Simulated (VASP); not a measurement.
Set up this calculation in VASP 6.6.1, as the native input.

```yaml
Task: single point
Functional: PBE
Potentials_or_basis: VASP PAW PBE potentials, release 64 (Pd, Pt)
Cutoff: 520 eV
k_mesh: 4 × 4 × 5
Occupations: gaussian, width 0.2 eV
Spin: no spin polarisation
Dipole_correction: no
Further_INCAR_settings: ALGO = Normal; EDIFF = 1e-06; NBANDS = 33
```

The structure of Pd4Pt lies in POSCAR:

```
Pd4Pt
1.0
    5.9899593587      0.0000000000      0.0000000000
    0.0000000000      5.9899593587      0.0000000000
    0.0000000000      0.0000000000      2.5946008896
Pd Pt
4 1
Direct
    0.2955423102      0.0000000000      0.0000000000
    0.7044576898      0.0000000000      0.0000000000
    0.0000000000      0.2955423102      0.0000000000
    0.0000000000      0.7044576898      0.0000000000
    0.5000000000      0.5000000000      0.5000000000
```

The cell was generated, and may not be a known phase.

The input as run:

INCAR

```
SYSTEM = Pd4Pt
PREC = Accurate
ENCUT = 520
EDIFF = 1E-6
ISMEAR = 0
SIGMA = 0.2
LREAL = .False.
LASPH = .True.
NELM = 60
ALGO = Normal
ISIF = 2
LWAVE = .False.
LCHARG = .False.
GGA = PE
NBANDS = 33
```

KPOINTS

```
Automatic mesh
0
Gamma
  4 4 5
  0 0 0
```

Potentials or basis: VASP PAW PBE potentials, release 64 (Pd, Pt).

Command:

```bash
$ cat potpaw_PBE.64/Pd/POTCAR potpaw_PBE.64/Pt/POTCAR > POTCAR
$ mpirun -np 1 vasp_std > vasp.out
```

Results of the run:

```yaml
Pressure: -0.4 GPa
Band_gap_on_the_k_mesh: zero (bands 25 and 26 overlap by 1.20 eV)
```

Caveat: the k points lie up to 0.48 Å⁻¹ apart, too coarse for converged energies and pressures of a metal; spin-orbit coupling is left out, which moves the levels of the heavy elements.

Run time: 63 s on 1 thread of Intel Xeon 8259CL, on a shared host, peak memory 0.23 GiB.
